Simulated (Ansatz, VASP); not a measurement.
**Ti3PO2: VASP beside Ansatz**

Contents of INCAR:

```
SYSTEM = Ti3PO2
PREC = Accurate
ENCUT = 520
EDIFF = 1E-6
ISMEAR = -1
SIGMA = 0.05
LREAL = .False.
LASPH = .True.
NELM = 60
ALGO = Normal
ISIF = 2
LWAVE = .False.
LCHARG = .False.
GGA = PE
NBANDS = 36
```

Contents of KPOINTS:

```
regular mesh
0
Gamma
  10 10 4
  0 0 0
```

POSCAR

```
Ti3PO2
1.0
    3.1724101510      0.0000000000      0.0000000000
   -1.5862050755      2.7473877820      0.0000000000
    0.0000000000      0.0000000000      8.0228210000
Ti P O
3 1 2
Direct
    0.0000000000      0.0000000000      0.0000000000
    0.6666666667      0.3333333333      0.2932440000
    0.3333333333      0.6666666667      0.7067560000
    0.0000000000      0.0000000000      0.5000000000
    0.6666666667      0.3333333333      0.8577430000
    0.3333333333      0.6666666667      0.1422570000
```

input.yaml

```yaml
crystal:
  lattice:
    - [3.172410151, 0.0, 0.0]
    - [-1.5862050755, 2.747387782, 0.0]
    - [0.0, 0.0, 8.022821]
  atoms:
    - { symbol: Ti, position: [0.0, 0.0, 0.0] }
    - { symbol: Ti, position: [0.6666666667, 0.3333333333, 0.293244] }
    - { symbol: Ti, position: [0.3333333333, 0.6666666667, 0.706756] }
    - { symbol: P, position: [0.0, 0.0, 0.5] }
    - { symbol: O, position: [0.6666666667, 0.3333333333, 0.857743] }
    - { symbol: O, position: [0.3333333333, 0.6666666667, 0.142257] }
hamiltonian:
  xc: pbe
  pseudopotentials: { kind: paw }
kpoints:
  mp_grid: { grid: [10, 10, 4] }
scf:
  occupations: { method: fermi_dirac, width: 0.05 }
output:
  forces: true
  stress: true
  eigenvalues: true
```

Alike in both runs: task single point; functional PBE; k mesh 10 × 10 × 4; occupations fermi-dirac, width 0.05 eV; no spin polarisation.

```csv
,VASP,Ansatz
version,VASP 6.6.1,Ansatz 0.2.0
potentials or method,"VASP PAW PBE potentials, release 64 (Ti_sv, P, O)",Ansatz PAW
plane-wave cutoff (eV),520,420
valence electrons in the cell,53,53
```

|  | VASP | Ansatz | Ansatz less VASP |
| --- | --- | --- | --- |
| gap on the k mesh at the Fermi level (eV) | none | none | - |
| pressure (GPa) | -0.2 | -0.5 | -0.26 |
| traceless stress, the component that is largest in VASP (GPa) | -0.14 | -0.14 | +0.001 |
| rms of the force components (eV/Å) | 0.019 | 0.027 | +0.0078 |

Atom by atom the forces differ by 0.008 eV/Å (rms over components). A gap of «none» marks a metal or a gap that the smearing closes.
